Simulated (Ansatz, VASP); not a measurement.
Y in VASP and in Ansatz

File INCAR:

```
PREC = Accurate ; ENCUT = 520
EDIFF = 1E-7 ; ISMEAR = 1
SIGMA = 0.15 ; LREAL = False
LASPH = True ; NELM = 80
ALGO = Normal ; ISIF = 2
LWAVE = False ; LCHARG = False
GGA = PS ; NBANDS = 12
```

KPOINTS

```
regular mesh
0
Gamma
  10 10 10
```

File POSCAR:

```
Y
1.0
    0.0000000000      2.5495741365      2.5495741365
    2.5495741365      0.0000000000      2.5495741365
    2.5495741365      2.5495741365      0.0000000000
Y
1
Direct
    0.0000000000      0.0000000000      0.0000000000
```

Input for Ansatz:

```yaml
crystal:
  lattice:
    - [0.0, 2.549574136494955, 2.549574136494955]
    - [2.549574136494955, 0.0, 2.549574136494955]
    - [2.549574136494955, 2.549574136494955, 0.0]
  atoms:
    - { symbol: "Y", position: [0.0, 0.0, 0.0] }
basis:
  ecutwfc: 476.19925930478996
kpoints:
  mp_grid:
    grid: [10, 10, 10]
hamiltonian:
  xc: pbesol
scf:
  convergence:
    dr2_threshold: 1.0e-10
  occupations:
    method: cold
    width: 0.15
output:
  stress: true
```

Alike in both runs: task single point; functional PBEsol; k mesh 10 × 10 × 10; no spin polarisation.

|  | VASP | Ansatz |
| --- | --- | --- |
| version | VASP 6.6.1 | Ansatz 0.2.0 |
| potentials or method | VASP PAW PBE potentials, release 64 (Y_sv), cutoff 520 eV | plane waves, PAW |
| occupations | methfessel-paxton of order 1, width 0.15 eV | cold, width 0.15 eV |
| valence electrons in the cell | 11 | 11 |

```tsv
	VASP	Ansatz	Ansatz less VASP
pressure (GPa)	-2.9	-2.8	+0.12
```

VASP's potentials were made for PBE, not for PBEsol.
